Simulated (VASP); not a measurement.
# NaI in VASP: further runs

Runs on NaI. Level: PBE. Tasks: single point, relaxation of cell and atoms.

All numbers are computed with VASP 6.6.1; they aren't measurements. Logs are shortened: lines on timing, memory, paths and dates and some standing lists are left out, and cuts for length are marked.

**1. The cell of the first run**

Symmetry: Fm-3m, No. 225, cubic system. Conventional cell: a = 6.529 Å, b = 6.529 Å, c = 6.529 Å, α = 90.00°, β = 90.00°, γ = 90.00°. Within 4.3 Å of Na (site symmetry m-3m) lie 6 I at 3.26 Å. I (site symmetry m-3m) has 6 Na at 3.26 Å within 4.3 Å.

**2. Single point, PBE**

File INCAR:

```
SYSTEM = NaI
PREC = Accurate
ENCUT = 520
EDIFF = 1E-6
ISMEAR = 0
SIGMA = 0.02
LREAL = .FALSE.
LASPH = .TRUE.
NELM = 80
ALGO = Normal
ISIF = 2
LWAVE = .FALSE.
LCHARG = .FALSE.
GGA = PE
NBANDS = 14
```

File KPOINTS:

```
regular mesh
0
G
  6 6 6
  0 0 0
```

File POSCAR:

```
NaI
1.0
    0.0000000000      3.2645265179      3.2645265179
    3.2645265179      0.0000000000      3.2645265179
    3.2645265179      3.2645265179      0.0000000000
Na I
1 1
Direct
    0.0000000000      0.0000000000      0.0000000000
    0.5000000000      0.5000000000      0.5000000000
```

Potentials or basis: VASP PAW PBE potentials, release 64 (Na_pv, I).

Run with:

```bash
> cat potpaw_PBE.64/Na_pv/POTCAR potpaw_PBE.64/I/POTCAR > POTCAR
> mpirun -np 1 vasp_std > vasp.out
```

OUTCAR:

```text
SYSTEM = NaI
   PREC = Accurate
   ENCUT = 520
   EDIFF = 1E-6
   ISMEAR = 0
   LREAL = .FALSE.
   LASPH = .TRUE.
   NELM = 80
   ISIF = 2
   GGA = PE

 ion  position               nearest neighbor table
   1  0.000  0.000  0.000-
   2  0.500  0.500  0.500-

  LATTYP: Found a face centered cubic cell.
 ALAT       =     6.5290530358

  Lattice vectors:

 A1 = (   0.0000000000,   3.2645265179,   3.2645265179)
 A2 = (   3.2645265179,   0.0000000000,   3.2645265179)
 A3 = (   3.2645265179,   3.2645265179,   0.0000000000)

Analysis of symmetry for initial positions (statically):
=====================================================================
 Subroutine PRICEL returns:
 Original cell was already a primitive cell.

 Routine SETGRP: Setting up the symmetry group for a
 face centered cubic supercell.

 Subroutine GETGRP returns: Found 48 space group operations
 (whereof 48 operations were pure point group operations)
 out of a pool of 48 trial point group operations.

The static configuration has the point symmetry O_h .

Analysis of symmetry for dynamics (positions and initial velocities):
=====================================================================
 Subroutine PRICEL returns:
 Original cell was already a primitive cell.

 Routine SETGRP: Setting up the symmetry group for a
 face centered cubic supercell.

 Subroutine GETGRP returns: Found 48 space group operations
 (whereof 48 operations were pure point group operations)
 out of a pool of 48 trial point group operations.

The dynamic configuration has the point symmetry O_h .

 Subroutine INISYM returns: Found 48 space group operations
 (whereof 48 operations are pure point group operations),
 and found     1 'primitive' translations

----------------------------------------------------------------------------------------

                                     Primitive cell

  volume of cell :      69.5810

  direct lattice vectors                    reciprocal lattice vectors
     0.000000000  3.264526518  3.264526518    -0.153161568  0.153161568  0.153161568
     3.264526518  0.000000000  3.264526518     0.153161568 -0.153161568  0.153161568
     3.264526518  3.264526518  0.000000000     0.153161568  0.153161568 -0.153161568

  length of vectors
     4.616737676  4.616737676  4.616737676     0.265283617  0.265283617  0.265283617

  position of ions in fractional coordinates (direct lattice)
     0.000000000  0.000000000  0.000000000
     0.500000000  0.500000000  0.500000000

  ion indices of the primitive-cell ions
   primitive index   ion index
                 1           1
                 2           2

----------------------------------------------------------------------------------------

 KPOINTS: regular mesh

Automatic generation of k-mesh.
 Grid dimensions read from file:
 generate k-points for:    6    6    6

 Generating k-lattice:

  Cartesian coordinates                     Fractional coordinates (reciprocal lattice)
    -0.025526928  0.025526928  0.025526928     0.166666667  0.000000000  0.000000000
     0.025526928 -0.025526928  0.025526928     0.000000000  0.166666667  0.000000000
     0.025526928  0.025526928 -0.025526928     0.000000000  0.000000000  0.166666667

  Length of vectors
     0.044213936  0.044213936  0.044213936

  Shift w.r.t. Gamma in fractional coordinates (k-lattice)
     0.000000000  0.000000000  0.000000000

 Subroutine IBZKPT returns following result:
 ===========================================

 Found     16 irreducible k-points:

 Following reciprocal coordinates:
            Coordinates               Weight
  0.000000  0.000000  0.000000      1.000000
  0.166667  0.000000  0.000000      8.000000
  0.333333  0.000000  0.000000      8.000000
  0.500000  0.000000  0.000000      4.000000
  0.166667  0.166667  0.000000      6.000000
  0.333333  0.166667  0.000000     24.000000
[... 8 lines left out ...]
 -0.333333  0.333333  0.166667     24.000000
 -0.333333  0.500000  0.166667     12.000000
   k-points           NKPTS =     16   k-points in BZ     NKDIM =     16   number of bands    NBANDS=     14
   number of dos      NEDOS =    301   number of ions     NIONS =      2
   total plane-waves  NPLWV =  46656
   dimension x,y,z NGX =    36 NGY =   36 NGZ =   36
   dimension x,y,z NGXF=    72 NGYF=   72 NGZF=   72
   ions per type =               1   1
   NGX,Y,Z   is equivalent  to a cutoff of  12.96, 12.96, 12.96 a.u.
   NGXF,Y,Z  is equivalent  to a cutoff of  25.93, 25.93, 25.93 a.u.
 SYSTEM =  NaI
   PREC   = accura    normal or accurate (medium, high low for compatibility)
   ISTART =      0    job   : 0-new  1-cont  2-samecut
   ICHARG =      2    charge: 1-file 2-atom 10-const
   ISPIN  =      1    spin polarized calculation?
   LNONCOLLINEAR =      F non collinear calculations
   LSORBIT =      F    spin-orbit coupling
   LASPH  =      T    aspherical Exc in radial PAW
   ENCUT  =  520.0 eV  38.22 Ry    6.18 a.u.   8.58  8.58  8.58*2*pi/ulx,y,z
   NELM   =     80;   NELMIN=  2; NELMDL= -5     # of ELM steps
   EDIFF  = 0.1E-05   stopping-criterion for ELM
   LREAL  =      F    real-space projection
[... 7 lines left out ...]
   TEBEG  =    0.0;   TEEND  =   0.0 temperature during run
   PSTRESS=    0.0 pullay stress
   NELECT =      14.0000    total number of electrons
   NUPDOWN=      -1.0000    fix difference up-down
   EMIN   =  10.00;   EMAX   =-10.00  energy-range for DOS
   EFERMI =   0.00;   METHOD = LEGACY
   ISMEAR =     0;   SIGMA  =   0.02  broadening in eV -4-tet -1-fermi 0-gaus
   EFERMI_NEDOS =   21; number of points for ismear=-14 and -15
   IALGO  =     38    algorithm
   IMIX   =      4    mixing-type and parameters
     AMIX     =   0.40;   BMIX     =  1.00
     AMIX_MAG =   1.60;   BMIX_MAG =  1.00
  volume/ion in A,a.u.               =      34.79       234.78
  Fermi-wavevector in a.u.,A,eV,Ry     =   0.959299  1.812812 12.520823  0.920255
  Thomas-Fermi vector in A             =   2.088483
   LORBIT       =      0    0 simple, 1 ext, 2 COOP (PROOUT), +10 PAW based schemes
   GGA     = PE    functional components
   LHFCALC =     F    Hartree Fock is set to
   AEXX    =    0.0000 exact exchange contribution
   IVDW    =     0    specifies the selected vdW correction
   LEPSILON=     F    determine dielectric tensor
   LRPA    =     F    only Hartree local field effects (RPA)
 non-spin polarized calculation
 Gauss-broadening in eV      SIGMA  =   0.02
  energy-cutoff  :      520.00
  volume of cell :       69.58
 maximum number of plane-waves:      1895
 NGX is ok and might be reduce to    36
   NGX = 17   NGY = 17   NGZ = 17

 number of electron      13.9999993 magnetization

 Free energy of the ion-electron system (eV)
  ---------------------------------------------------
  ext. energy  EPLUGINS =         0.00000000
  ---------------------------------------------------
  free energy    TOTEN  =        -5.38743663 eV

  energy without entropy =       -5.38743663  energy(sigma->0) =       -5.38743663

 E-fermi :   0.7415     XC(G=0):  -7.6007

 val. band max:        0.6293688311   @ k =   0.0000   0.0000   0.0000
 cond. band min:       4.2023134458   @ k =   0.0000   0.0000   0.0000
 fundamental gap:      3.5729446147
 Fermi energy:         0.7414749911

 k-point     1 :       0.0000    0.0000    0.0000
  band No.  band energies     occupation
      1     -21.8426      2.00000
      2     -21.8426      2.00000
      3     -21.8426      2.00000
      4     -10.3234      2.00000
      5       0.6294      2.00000
      6       0.6294      2.00000
      7       0.6294      2.00000
      8       4.2023      0.00000
      9       8.5576      0.00000
     10       8.5576      0.00000
     11       8.5576      0.00000
     12      10.3337      0.00000
     13      10.3337      0.00000
     14      11.0442      0.00000

 k-point     2 :       0.1667    0.0000    0.0000
  band No.  band energies     occupation
      1     -21.8437      2.00000
      2     -21.8427      2.00000
      3     -21.8427      2.00000
      4     -10.2549      2.00000
      5      -0.0729      2.00000
      6       0.5586      2.00000
      7       0.5586      2.00000
      8       4.9989      0.00000
      9       8.0652      0.00000
     10       8.7345      0.00000
     11       8.7345      0.00000
     12       9.8253      0.00000
     13       9.8253      0.00000
     14      11.3446      0.00000

 k-point     3 :       0.3333    0.0000    0.0000
  band No.  band energies     occupation
      1     -21.8460      2.00000
      2     -21.8428      2.00000
      3     -21.8428      2.00000
      4     -10.1102      2.00000
      5      -1.0594      2.00000
      6       0.4259      2.00000
      7       0.4259      2.00000
      8       5.6981      0.00000
      9       8.3051      0.00000
     10       8.3051      0.00000
     11       8.4992      0.00000
     12      10.6979      0.00000
     13      10.8535      0.00000
     14      10.8535      0.00000
[... 188 lines left out ...]
 k-point    15 :      -0.3333    0.3333    0.1667
  band No.  band energies     occupation
      1     -21.8459      2.00000
      2     -21.8445      2.00000
      3     -21.8436      2.00000
      4      -9.9746      2.00000
      5      -1.0121      2.00000
      6      -0.4856      2.00000
      7       0.0159      2.00000
      8       6.5958      0.00000
      9       7.2381      0.00000
     10       8.4401      0.00000
     11       9.0663      0.00000
     12      10.9787      0.00000
     13      12.2471      0.00000
     14      13.4270      0.00000

 k-point    16 :      -0.3333    0.5000    0.1667
  band No.  band energies     occupation
      1     -21.8456      2.00000
      2     -21.8446      2.00000
      3     -21.8442      2.00000
      4      -9.9562      2.00000
      5      -0.9638      2.00000
      6      -0.4224      2.00000
      7      -0.2162      2.00000
      8       5.9387      0.00000
      9       7.1358      0.00000
     10       9.1098      0.00000
     11       9.1699      0.00000
     12      12.0858      0.00000
     13      12.9504      0.00000
     14      13.1077      0.00000

------------------------ aborting loop because EDIFF is reached ----------------------------------------

  FORCE on cell =-STRESS in cart. coord.  units (eV):
  Direction    XX          YY          ZZ          XY          YZ          ZX
  --------------------------------------------------------------------------------------
  -------------------------------------------------------------------------------------
  Total        0.0109297      0.0109297      0.0109297     -0.0000000      0.0000000     -0.0000000
  in kB        0.2516685      0.2516685      0.2516685     -0.0000000      0.0000000     -0.0000000
  external PRESSURE =       0.2516685 kB  Pullay stress =       0.0000000 kB

 VOLUME and BASIS-vectors are now :
 -----------------------------------------------------------------------------
  energy-cutoff  :      520.00
  volume of cell :       69.58
      direct lattice vectors                 reciprocal lattice vectors
     0.000000000  3.264526518  3.264526518    -0.153161568  0.153161568  0.153161568
     3.264526518  0.000000000  3.264526518     0.153161568 -0.153161568  0.153161568
     3.264526518  3.264526518  0.000000000     0.153161568  0.153161568 -0.153161568

 POSITION                                       TOTAL-FORCE (eV/Angst)
 -----------------------------------------------------------------------------------
      0.00000      0.00000      0.00000         0.000000     -0.000000     -0.000000
      3.26453      3.26453      3.26453        -0.000000      0.000000      0.000000
 -----------------------------------------------------------------------------------
    total drift:                                0.000000      0.000000      0.000000

  FREE ENERGIE OF THE ION-ELECTRON SYSTEM (eV)
  ---------------------------------------------------
  free  energy   TOTEN  =        -5.3874366294 eV

  energy  without entropy=       -5.3874366294  energy(sigma->0) =       -5.38743663
```

It took 7.9 s on 1 thread of AMD EPYC 9R45 (Zen 5), shared host; peak memory 0.18 GiB.

What came out:

```yaml
Free_energy: -5.3874 eV
Pressure: 0.0 GPa
Band_gap_on_the_k_mesh: 3.57 eV
```

Caveat: spin-orbit coupling is left out, which moves the levels of the heavy elements.

**3. Single point, PBE**

File INCAR:

```
PREC = Accurate
ENCUT = 520
EDIFF = 1E-6
ISMEAR = 0
SIGMA = 0.02
LREAL = False
LASPH = True
NELM = 100
ALGO = Normal
ISIF = 2
LWAVE = False
LCHARG = False
GGA = PE
NBANDS = 14
```

File KPOINTS:

```
regular mesh
0
Gamma
  6 6 6
```

POSCAR is that of step 2.

Potentials or basis: VASP PAW PBE potentials, release 64 (Na_pv, I).

Run with:

```bash
> cat potpaw_PBE.64/Na_pv/POTCAR potpaw_PBE.64/I/POTCAR > POTCAR
> mpirun -np 1 vasp_std > vasp.out
```

OUTCAR:

```text
PREC = Accurate
   ENCUT = 520
   EDIFF = 1E-6
   ISMEAR = 0
   LREAL = False
   LASPH = True
   NELM = 100
   ISIF = 2
   GGA = PE

 ion  position               nearest neighbor table
   1  0.000  0.000  0.000-
   2  0.500  0.500  0.500-

  LATTYP: Found a face centered cubic cell.
 ALAT       =     6.5290530358

  Lattice vectors:

 A1 = (   0.0000000000,   3.2645265179,   3.2645265179)
 A2 = (   3.2645265179,   0.0000000000,   3.2645265179)
 A3 = (   3.2645265179,   3.2645265179,   0.0000000000)

Analysis of symmetry for initial positions (statically):
=====================================================================
 Subroutine PRICEL returns:
 Original cell was already a primitive cell.

 Routine SETGRP: Setting up the symmetry group for a
 face centered cubic supercell.

 Subroutine GETGRP returns: Found 48 space group operations
 (whereof 48 operations were pure point group operations)
 out of a pool of 48 trial point group operations.

The static configuration has the point symmetry O_h .

Analysis of symmetry for dynamics (positions and initial velocities):
=====================================================================
 Subroutine PRICEL returns:
 Original cell was already a primitive cell.

 Routine SETGRP: Setting up the symmetry group for a
 face centered cubic supercell.

 Subroutine GETGRP returns: Found 48 space group operations
 (whereof 48 operations were pure point group operations)
 out of a pool of 48 trial point group operations.

The dynamic configuration has the point symmetry O_h .

 Subroutine INISYM returns: Found 48 space group operations
 (whereof 48 operations are pure point group operations),
 and found     1 'primitive' translations

----------------------------------------------------------------------------------------

[... 110 lines left out ...]
   AEXX    =    0.0000 exact exchange contribution
   IVDW    =     0    specifies the selected vdW correction
   LEPSILON=     F    determine dielectric tensor
   LRPA    =     F    only Hartree local field effects (RPA)
 non-spin polarized calculation
 Gauss-broadening in eV      SIGMA  =   0.02
  energy-cutoff  :      520.00
  volume of cell :       69.58
 maximum number of plane-waves:      1895
 NGX is ok and might be reduce to    36
   NGX = 17   NGY = 17   NGZ = 17

 number of electron      13.9999993 magnetization

 Free energy of the ion-electron system (eV)
  ---------------------------------------------------
  ext. energy  EPLUGINS =         0.00000000
  ---------------------------------------------------
  free energy    TOTEN  =        -5.38743663 eV

  energy without entropy =       -5.38743663  energy(sigma->0) =       -5.38743663

 E-fermi :   0.7415     XC(G=0):  -7.6007

 val. band max:        0.6293688311   @ k =   0.0000   0.0000   0.0000
 cond. band min:       4.2023134458   @ k =   0.0000   0.0000   0.0000
 fundamental gap:      3.5729446147
 Fermi energy:         0.7414749911

 k-point     1 :       0.0000    0.0000    0.0000
  band No.  band energies     occupation
      1     -21.8426      2.00000
      2     -21.8426      2.00000
      3     -21.8426      2.00000
      4     -10.3234      2.00000
      5       0.6294      2.00000
      6       0.6294      2.00000
      7       0.6294      2.00000
      8       4.2023      0.00000
      9       8.5576      0.00000
     10       8.5576      0.00000
     11       8.5576      0.00000
     12      10.3337      0.00000
     13      10.3337      0.00000
     14      11.0442      0.00000
[... 241 lines left out ...]
      1     -21.8456      2.00000
      2     -21.8446      2.00000
      3     -21.8442      2.00000
      4      -9.9562      2.00000
      5      -0.9638      2.00000
      6      -0.4224      2.00000
      7      -0.2162      2.00000
      8       5.9387      0.00000
      9       7.1358      0.00000
     10       9.1098      0.00000
     11       9.1699      0.00000
     12      12.0858      0.00000
     13      12.9504      0.00000
     14      13.1077      0.00000

------------------------ aborting loop because EDIFF is reached ----------------------------------------

  FORCE on cell =-STRESS in cart. coord.  units (eV):
  Direction    XX          YY          ZZ          XY          YZ          ZX
  --------------------------------------------------------------------------------------
  -------------------------------------------------------------------------------------
  Total        0.0109297      0.0109297      0.0109297     -0.0000000      0.0000000     -0.0000000
  in kB        0.2516685      0.2516685      0.2516685     -0.0000000      0.0000000     -0.0000000
  external PRESSURE =       0.2516685 kB  Pullay stress =       0.0000000 kB

 VOLUME and BASIS-vectors are now :
 -----------------------------------------------------------------------------
  energy-cutoff  :      520.00
  volume of cell :       69.58
      direct lattice vectors                 reciprocal lattice vectors
     0.000000000  3.264526518  3.264526518    -0.153161568  0.153161568  0.153161568
     3.264526518  0.000000000  3.264526518     0.153161568 -0.153161568  0.153161568
     3.264526518  3.264526518  0.000000000     0.153161568  0.153161568 -0.153161568

 POSITION                                       TOTAL-FORCE (eV/Angst)
 -----------------------------------------------------------------------------------
      0.00000      0.00000      0.00000         0.000000     -0.000000     -0.000000
      3.26453      3.26453      3.26453        -0.000000      0.000000      0.000000
 -----------------------------------------------------------------------------------
    total drift:                                0.000000      0.000000      0.000000

  FREE ENERGIE OF THE ION-ELECTRON SYSTEM (eV)
  ---------------------------------------------------
  free  energy   TOTEN  =        -5.3874366294 eV

  energy  without entropy=       -5.3874366294  energy(sigma->0) =       -5.38743663
```

OSZICAR:

```text
N       E                     dE             d eps       ncg     rms          rms(c)
DAV:   1     0.857679349982E+02    0.85768E+02   -0.65528E+03   448   0.874E+02
DAV:   2     0.152173440058E+01   -0.84246E+02   -0.77801E+02   484   0.224E+02
DAV:   3    -0.528640325366E+01   -0.68081E+01   -0.67557E+01   598   0.607E+01
DAV:   4    -0.545367530589E+01   -0.16727E+00   -0.16723E+00   534   0.993E+00
DAV:   5    -0.545891513386E+01   -0.52398E-02   -0.52398E-02   606   0.176E+00    0.160E+00
DAV:   6    -0.539445996828E+01    0.64455E-01   -0.75215E-02   544   0.157E+00    0.108E+00
DAV:   7    -0.538526171016E+01    0.91983E-02   -0.67940E-02   580   0.132E+00    0.614E-01
DAV:   8    -0.538746238839E+01   -0.22007E-02   -0.56083E-03   526   0.586E-01    0.175E-01
DAV:   9    -0.538742143205E+01    0.40956E-04   -0.20271E-04   556   0.123E-01    0.438E-02
DAV:  10    -0.538743575328E+01   -0.14321E-04   -0.39649E-05   526   0.618E-02    0.114E-02
DAV:  11    -0.538743662945E+01   -0.87617E-06   -0.43316E-06   604   0.199E-02
   1 F= -.53874366E+01 E0= -.53874366E+01  d E =-.354618E-17
```

stdout:

```text
POSCAR found type information on POSCAR NaI
 POSCAR found :  2 types and       2 ions
 scaLAPACK will be used
 LDA part: xc-table for (Slater+PW92), standard interpolation
 POSCAR, INCAR and KPOINTS ok, starting setup
 FFT: planning ... GRIDC
 FFT: planning ... GRID_SOFT
 FFT: planning ... GRID
 WAVECAR not read
 entering main loop
```

Run time: 8 s. Hardware: 1 thread of AMD EPYC 9R45 (Zen 5), shared host; peak memory 0.18 GiB.

Results:

| Quantity | Value |
| --- | --- |
| Free energy | -5.3874 eV |
| Pressure | 0.0 GPa |
| Band gap on the k mesh | 3.57 eV |

Caveat: spin-orbit coupling is left out, which moves the levels of the heavy elements.

[end of part 1 of 2]
